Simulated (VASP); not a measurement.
Here is a VASP 6.6.1 calculation.

The input INCAR:

```
  PREC = Accurate
  ENCUT = 1340
  EDIFF = 1E-6
  ISMEAR = 0
  SIGMA = 0.01
  LREAL = F
  LASPH = T
  NELM = 120
  ALGO = Normal
  ISIF = 2
  LWAVE = F
  LCHARG = T
  GGA = PS
  LELF = T
  LVHAR = T
  NBANDS = 28
  GGA_COMPAT = F
```

File KPOINTS:

```
Automatic mesh
0
Gamma
  8 4 6
```

File POSCAR:

```
SnO
1.0
    3.3550000000      0.0000000000      0.0000000000
    0.0000000000      5.6741000000      0.0000000000
    0.0000000000      0.0000000000      4.2219700000
Sn O
2 2
Direct
    0.0000000000      0.2319100000      0.5131400000
    0.5000000000      0.7680900000      0.0131400000
    0.0000000000      0.8912500000      0.7368600000
    0.5000000000      0.1087500000      0.2368600000
```

Potentials or basis: VASP PAW PBE potentials, release 64 (Sn_d, O_h).

Command:

```sh
$ cat potpaw_PBE.64/Sn_d/POTCAR potpaw_PBE.64/O_h/POTCAR > POTCAR
$ mpirun -np 1 vasp_std > vasp.out
```

Problem. Estimate the pressure.

Solution. -2.9 GPa.

Problem. Predict the largest force.

Solution. 0.358 eV/Å.

Problem. Estimate the band gap on the k mesh.

Solution. 1.33 eV (least direct gap 1.97 eV).

Stress tensor (GPa, compression positive):
```
-3.55  0.00  0.00
 0.00 -2.61  0.00
 0.00  0.00 -2.57
```

Caveat: the PAW data sets were made with another functional, which shifts forces and pressure a little; spin-orbit coupling is left out, which moves the levels of the heavy elements. A k mesh can miss the band edges.
